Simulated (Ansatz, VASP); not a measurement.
ScAl2: VASP beside Ansatz

```
Sc Al
1.0
     0.00000    3.77765    3.77765
     3.77765    0.00000    3.77765
     3.77765    3.77765    0.00000
Sc Al
2 4
Cartesian
  3.7777 3.7777 3.7777
  5.6665 5.6665 5.6665
  0.9444 0.9444 0.9444
  0.9444 2.8332 2.8332
  2.8332 0.9444 2.8332
  2.8332 2.8332 0.9444
```

Alike in both runs: task relaxation of cell and atoms; functional PBEsol; k mesh 8 × 8 × 8; occupations gaussian, width 0.1 eV; no spin polarisation.

|  | VASP | Ansatz |
| --- | --- | --- |
| version | VASP 6.6.1 | Ansatz 0.2.0 |
| potentials or method | VASP PAW PBE potentials, release 64 (Sc_sv, Al), cutoff 600 eV | scalar-relativistic, plane waves, PAW |
| valence electrons in the cell | 34 | 34 |

VASP gave:

| Property | Result |
| --- | --- |
| gap on the k mesh at the Fermi level, each at its own relaxed structure (eV) | none |
| relaxed volume (Å³/atom) | 17.79 |
| relaxed cell length with the largest relative difference (Å) | 5.325 |

**Question.** Estimate Ansatz's values.

**Answer.** gap on the k mesh at the Fermi level, each at its own relaxed structure (eV): none; relaxed volume (Å³/atom): 17.77; relaxed cell length with the largest relative difference (Å): 5.322.

VASP's potentials were made for PBE, not for PBEsol. A gap of «none» marks a metal or a gap that the smearing closes.
